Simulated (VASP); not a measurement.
# NaPtCl3 (Pm-3m) in VASP: notebook, part 2 of 3

VASP 6.6.1.

**4. Single point, PBE (22.63 Å³/atom)**

This run uses another cell than the first one, of 22.63 Å³/atom.

Contents of INCAR:

```
PREC = Accurate
ENCUT = 520
EDIFF = 1E-7
ISMEAR = 0
SIGMA = 0.1
LREAL = False
LASPH = True
NELM = 80
ALGO = Normal
ISIF = 2
LWAVE = False
LCHARG = False
GGA = PE
NBANDS = 27
```

Contents of KPOINTS:

```
regular mesh
0
Gamma
  8 8 8
```

Contents of POSCAR:

```
NaPtCl3
1.0
    4.8366838269      0.0000000000      0.0000000000
    0.0000000000      4.8366838269      0.0000000000
    0.0000000000      0.0000000000      4.8366838269
Na Pt Cl
1 1 3
Direct
    0.0000000000      0.0000000000      0.0000000000
    0.5000000000      0.5000000000      0.5000000000
    0.0000000000      0.5000000000      0.5000000000
    0.5000000000      0.5000000000      0.0000000000
    0.5000000000      0.0000000000      0.5000000000
```

Potentials or basis: VASP PAW PBE potentials, release 64 (Na_pv, Pt, Cl).

Started as:

```bash
$ cat potpaw_PBE.64/Na_pv/POTCAR potpaw_PBE.64/Pt/POTCAR potpaw_PBE.64/Cl/POTCAR > POTCAR
$ mpirun -np 1 vasp_std > vasp.out
```

OUTCAR:

```text
PREC = Accurate
   ENCUT = 520
   EDIFF = 1E-7
   ISMEAR = 0
   LREAL = False
   LASPH = True
   NELM = 80
   ISIF = 2
   GGA = PE

 ion  position               nearest neighbor table
   1  0.000  0.000  0.000-
   2  0.500  0.500  0.500-   3 2.42   4 2.42   5 2.42   4 2.42   5 2.42   3 2.42
   3  0.000  0.500  0.500-   2 2.42   2 2.42
   4  0.500  0.500  0.000-   2 2.42   2 2.42
   5  0.500  0.000  0.500-   2 2.42   2 2.42

  LATTYP: Found a simple cubic cell.
 ALAT       =     4.8366838269

  Lattice vectors:

 A1 = (   4.8366838269,   0.0000000000,   0.0000000000)
 A2 = (   0.0000000000,   4.8366838269,   0.0000000000)
 A3 = (   0.0000000000,   0.0000000000,   4.8366838269)

Analysis of symmetry for initial positions (statically):
=====================================================================
 Subroutine PRICEL returns:
 Original cell was already a primitive cell.

 Routine SETGRP: Setting up the symmetry group for a
 simple cubic supercell.

 Subroutine GETGRP returns: Found 48 space group operations
 (whereof 48 operations were pure point group operations)
 out of a pool of 48 trial point group operations.

The static configuration has the point symmetry O_h .

Analysis of symmetry for dynamics (positions and initial velocities):
=====================================================================
 Subroutine PRICEL returns:
 Original cell was already a primitive cell.

 Routine SETGRP: Setting up the symmetry group for a
 simple cubic supercell.

 Subroutine GETGRP returns: Found 48 space group operations
 (whereof 48 operations were pure point group operations)
 out of a pool of 48 trial point group operations.

The dynamic configuration has the point symmetry O_h .

 Subroutine INISYM returns: Found 48 space group operations
 (whereof 48 operations are pure point group operations),
 and found     1 'primitive' translations

----------------------------------------------------------------------------------------

                                     Primitive cell

  volume of cell :     113.1470

  direct lattice vectors                    reciprocal lattice vectors
     4.836683827  0.000000000  0.000000000     0.206753229  0.000000000  0.000000000
     0.000000000  4.836683827  0.000000000     0.000000000  0.206753229  0.000000000
     0.000000000  0.000000000  4.836683827     0.000000000  0.000000000  0.206753229

  length of vectors
     4.836683827  4.836683827  4.836683827     0.206753229  0.206753229  0.206753229

  position of ions in fractional coordinates (direct lattice)
     0.000000000  0.000000000  0.000000000
     0.500000000  0.500000000  0.500000000
     0.000000000  0.500000000  0.500000000
     0.500000000  0.500000000  0.000000000
     0.500000000  0.000000000  0.500000000

  ion indices of the primitive-cell ions
   primitive index   ion index
                 1           1
                 2           2
                 3           3
                 4           4
                 5           5

----------------------------------------------------------------------------------------

 KPOINTS: regular mesh

Automatic generation of k-mesh.
 Grid dimensions read from file:
 generate k-points for:    8    8    8

 Generating k-lattice:

  Cartesian coordinates                     Fractional coordinates (reciprocal lattice)
     0.025844154  0.000000000  0.000000000     0.125000000  0.000000000  0.000000000
     0.000000000  0.025844154  0.000000000     0.000000000  0.125000000  0.000000000
     0.000000000  0.000000000  0.025844154     0.000000000  0.000000000  0.125000000

  Length of vectors
     0.025844154  0.025844154  0.025844154

  Shift w.r.t. Gamma in fractional coordinates (k-lattice)
     0.000000000  0.000000000  0.000000000

 Subroutine IBZKPT returns following result:
 ===========================================

 Found     35 irreducible k-points:

 Following reciprocal coordinates:
            Coordinates               Weight
  0.000000  0.000000  0.000000      1.000000
  0.125000  0.000000  0.000000      6.000000
  0.250000  0.000000  0.000000      6.000000
  0.375000  0.000000  0.000000      6.000000
  0.500000  0.000000  0.000000      3.000000
  0.125000  0.125000  0.000000     12.000000
[... 16 lines left out ...]
  0.375000  0.375000  0.125000     24.000000
  0.500000  0.375000  0.125000     24.000000
 [... further k-points ...]
   k-points           NKPTS =     35   k-points in BZ     NKDIM =     35   number of bands    NBANDS=     27
   number of dos      NEDOS =    301   number of ions     NIONS =      5
   total plane-waves  NPLWV =  46656
   dimension x,y,z NGX =    36 NGY =   36 NGZ =   36
   dimension x,y,z NGXF=    72 NGYF=   72 NGZF=   72
   ions per type =               1   1   3
   NGX,Y,Z   is equivalent  to a cutoff of  12.37, 12.37, 12.37 a.u.
   NGXF,Y,Z  is equivalent  to a cutoff of  24.75, 24.75, 24.75 a.u.
 SYSTEM =  unknown system
   PREC   = accura    normal or accurate (medium, high low for compatibility)
   ISTART =      0    job   : 0-new  1-cont  2-samecut
   ICHARG =      2    charge: 1-file 2-atom 10-const
   ISPIN  =      1    spin polarized calculation?
   LNONCOLLINEAR =      F non collinear calculations
   LSORBIT =      F    spin-orbit coupling
   LASPH  =      T    aspherical Exc in radial PAW
   ENCUT  =  520.0 eV  38.22 Ry    6.18 a.u.   8.99  8.99  8.99*2*pi/ulx,y,z
   NELM   =     80;   NELMIN=  2; NELMDL= -5     # of ELM steps
   EDIFF  = 0.1E-06   stopping-criterion for ELM
   LREAL  =      F    real-space projection
   EDIFFG = 0.1E-05   stopping-criterion for IOM
   NSW    =      0    number of steps for IOM
   IBRION =     -1    ionic relax: 0-MD 1-quasi-New 2-CG
   NFREE  =      0    steps in history (QN), initial steepest desc. (CG)
   ISIF   =      2    stress and relaxation
   ISYM   =      2    0-nonsym 1-usesym 2-fastsym
   POTIM  = 0.5000    time-step for ionic-motion
   TEBEG  =    0.0;   TEEND  =   0.0 temperature during run
   PSTRESS=    0.0 pullay stress
   NELECT =      38.0000    total number of electrons
   NUPDOWN=      -1.0000    fix difference up-down
   EMIN   =  10.00;   EMAX   =-10.00  energy-range for DOS
   EFERMI =   0.00;   METHOD = LEGACY
   ISMEAR =     0;   SIGMA  =   0.10  broadening in eV -4-tet -1-fermi 0-gaus
   EFERMI_NEDOS =   21; number of points for ismear=-14 and -15
   IALGO  =     38    algorithm
   IMIX   =      4    mixing-type and parameters
     AMIX     =   0.40;   BMIX     =  1.00
     AMIX_MAG =   1.60;   BMIX_MAG =  1.00
  volume/ion in A,a.u.               =      22.63       152.71
  Fermi-wavevector in a.u.,A,eV,Ry     =   1.137946  2.150406 17.618472  1.294921
  Thomas-Fermi vector in A             =   2.274651
   LORBIT       =      0    0 simple, 1 ext, 2 COOP (PROOUT), +10 PAW based schemes
   GGA     = PE    functional components
   LHFCALC =     F    Hartree Fock is set to
   AEXX    =    0.0000 exact exchange contribution
   IVDW    =     0    specifies the selected vdW correction
   LEPSILON=     F    determine dielectric tensor
   LRPA    =     F    only Hartree local field effects (RPA)
 non-spin polarized calculation
 Gauss-broadening in eV      SIGMA  =   0.10
  energy-cutoff  :      520.00
  volume of cell :      113.15
 maximum number of plane-waves:      3112
 NGX is ok and might be reduce to    36
   NGX = 17   NGY = 17   NGZ = 17

 number of electron      37.9999978 magnetization

 Free energy of the ion-electron system (eV)
  ---------------------------------------------------
  ext. energy  EPLUGINS =         0.00000000
  ---------------------------------------------------
  free energy    TOTEN  =       -16.66248259 eV

  energy without entropy =      -16.66035491  energy(sigma->0) =      -16.66141875

 E-fermi :   3.3359     XC(G=0):  -8.8318

 val. band max:        3.2652669927   @ k =   0.5000   0.1250   0.0000
 cond. band min:       3.4428711448   @ k =   0.3750   0.1250   0.1250
 fundamental gap:      0.1776041521
 Fermi energy:         3.3359196641

 k-point     1 :       0.0000    0.0000    0.0000
  band No.  band energies     occupation
      1     -21.1359      2.00000
      2     -21.1359      2.00000
      3     -21.1359      2.00000
      4     -13.0802      2.00000
      5     -12.1352      2.00000
      6     -12.1352      2.00000
[... 19 lines left out ...]
     26      12.0539      0.00000
     27      12.0539      0.00000
[... 667 lines left out ...]
      5     -12.1768      2.00000
      6     -12.1591      2.00000
[... 19 lines left out ...]
     26      11.0019      0.00000
     27      11.2010      0.00000

 [... further k-points ...]
[... 5 lines left out ...]
  --------------------------------------------------------------------------------------
  -------------------------------------------------------------------------------------
  Total        2.4489890      2.4489890      2.4489890      0.0000000     -0.0000000      0.0000000
  in kB       34.6780220     34.6780220     34.6780220      0.0000000     -0.0000000      0.0000000
  external PRESSURE =      34.6780220 kB  Pullay stress =       0.0000000 kB

 VOLUME and BASIS-vectors are now :
 -----------------------------------------------------------------------------
  energy-cutoff  :      520.00
  volume of cell :      113.15
      direct lattice vectors                 reciprocal lattice vectors
     4.836683827  0.000000000  0.000000000     0.206753229  0.000000000  0.000000000
     0.000000000  4.836683827  0.000000000     0.000000000  0.206753229  0.000000000
     0.000000000  0.000000000  4.836683827     0.000000000  0.000000000  0.206753229

 POSITION                                       TOTAL-FORCE (eV/Angst)
 -----------------------------------------------------------------------------------
      0.00000      0.00000      0.00000         0.000000      0.000000      0.000000
      2.41834      2.41834      2.41834         0.000000      0.000000      0.000000
      0.00000      2.41834      2.41834         0.000000      0.000000      0.000000
      2.41834      2.41834      0.00000         0.000000      0.000000      0.000000
      2.41834      0.00000      2.41834         0.000000      0.000000      0.000000
 -----------------------------------------------------------------------------------
    total drift:                                0.000000      0.000000      0.000000

  FREE ENERGIE OF THE ION-ELECTRON SYSTEM (eV)
  ---------------------------------------------------
  free  energy   TOTEN  =       -16.6624825902 eV

  energy  without entropy=      -16.6603549107  energy(sigma->0) =      -16.66141875
```

OSZICAR:

```text
N       E                     dE             d eps       ncg     rms          rms(c)
DAV:   1     0.321805413033E+03    0.32181E+03   -0.17675E+04  1898   0.135E+03
DAV:   2     0.137466306938E+02   -0.30806E+03   -0.29140E+03  2180   0.315E+02
DAV:   3    -0.166315070241E+02   -0.30378E+02   -0.29736E+02  2278   0.106E+02
DAV:   4    -0.174514488148E+02   -0.81994E+00   -0.81666E+00  2321   0.186E+01
DAV:   5    -0.174731722272E+02   -0.21723E-01   -0.21705E-01  2448   0.308E+00    0.176E+01
DAV:   6    -0.167006668455E+02    0.77251E+00   -0.25188E+00  2135   0.107E+01    0.112E+01
DAV:   7    -0.166690139507E+02    0.31653E-01   -0.33324E-01  2142   0.350E+00    0.481E+00
DAV:   8    -0.166629206640E+02    0.60933E-02   -0.19710E-02  2149   0.998E-01    0.496E-01
DAV:   9    -0.166625300854E+02    0.39058E-03   -0.28102E-03  2444   0.369E-01    0.236E-01
DAV:  10    -0.166625015863E+02    0.28499E-04   -0.93630E-04  2064   0.217E-01    0.551E-02
DAV:  11    -0.166624841101E+02    0.17476E-04   -0.12385E-04  2180   0.791E-02    0.402E-02
DAV:  12    -0.166624825643E+02    0.15458E-05   -0.22292E-05  2553   0.257E-02    0.154E-02
DAV:  13    -0.166624825141E+02    0.50183E-07   -0.10700E-06  2284   0.746E-03    0.266E-03
DAV:  14    -0.166624825902E+02   -0.76075E-07   -0.76290E-08  1703   0.231E-03
   1 F= -.16662483E+02 E0= -.16661419E+02  d E =-.212768E-02
```

stdout:

```text
POSCAR found type information on POSCAR NaPtCl
 POSCAR found :  3 types and       5 ions
 scaLAPACK will be used
 LDA part: xc-table for (Slater+PW92), standard interpolation
 POSCAR, INCAR and KPOINTS ok, starting setup
 FFT: planning ... GRIDC
 FFT: planning ... GRID_SOFT
 FFT: planning ... GRID
 WAVECAR not read
 entering main loop
```

Wall time 66 s (1 thread of Intel Xeon Platinum 8488C (Sapphire Rapids), shared host); peak memory 0.26 GiB.

Results:

```yaml
Free_energy: -16.6625 eV
Pressure: 3.5 GPa
Band_gap_on_the_k_mesh: zero (bands 19 and 20 overlap by 4.84 eV)
```

Levels at points of the mesh, in eV from the Fermi level:
| k point | band 17 | band 18 | band 19 | band 20 | band 21 | band 22 |
| --- | --- | --- | --- | --- | --- | --- |
| (0.00, 0.00, 0.00) | -2.77 | -2.77 | -1.97 | -1.97 | 1.42 | 2.28 |
| (0.50, 0.00, 0.00) | -1.97 | -1.11 | -1.11 | -0.58 | 4.36 | 4.80 |
| (0.50, 0.50, 0.00) | -1.11 | -1.11 | -0.97 | 2.87 | 4.71 | 6.28 |
| (0.50, 0.50, 0.50) | -0.92 | -0.92 | 2.87 | 2.87 | 3.05 | 5.86 |

Caveat: the cell stands under pressure; spin-orbit coupling is left out, which moves the levels of the heavy elements.

(Part 2 of 3 ends here.)
